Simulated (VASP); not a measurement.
A run of VASP 6.6.1 is set up as follows.

The input POSCAR:

```
Si
1.0
    0.0000000000      2.6949479717      2.7421332639
    2.6949479717      0.0000000000      2.7421332639
    2.6949479717      2.6949479717      0.0000000000
Si
2
Direct
    0.0000000000      0.0000000000      0.0000000000
    0.2500000000      0.2500000000      0.2500000000
```

INCAR.step1

```
PREC = Accurate
ENCUT = 500
ISMEAR = 0
SIGMA = 0.02
LREAL = F
LASPH = T
NELM = 120
GGA = PE
ALGO = Normal
EDIFF = 1E-5
LWAVE = T
LCHARG = F
GGA_COMPAT = F
IBRION = 2
EDIFFG = -0.01
NELMIN = 4
NSW = 100
```

File INCAR.step2:

```
PREC = Accurate
ENCUT = 500
EDIFF = 1E-7
ISMEAR = 0
SIGMA = 0.02
LREAL = F
LASPH = T
NELM = 120
ALGO = Normal
ISIF = 2
LWAVE = F
LCHARG = F
METAGGA = R2SCAN
LMIXTAU = T
IBRION = 2
NSW = 60
EDIFFG = -0.002
ISTART = 1
GGA_COMPAT = F
NELMIN = 4
```

The input KPOINTS:

```
regular mesh
0
Gamma
  8 8 8
```

Potentials or basis: VASP PAW PBE potentials, release 64 (Si).

Run with:

```bash
$ cat potpaw_PBE.64/Si/POTCAR > POTCAR
$ cp INCAR.step1 INCAR
$ mpirun -np 1 vasp_std > vasp.out
$ cp INCAR.step2 INCAR
$ mpirun -np 1 vasp_std > vasp.out
```

(1) Predict the band gap on the k mesh.

## Answers

(1) 0.71 eV (least direct gap 2.69 eV).

Caveat: the cell differs from its parent crystal (strained cell).
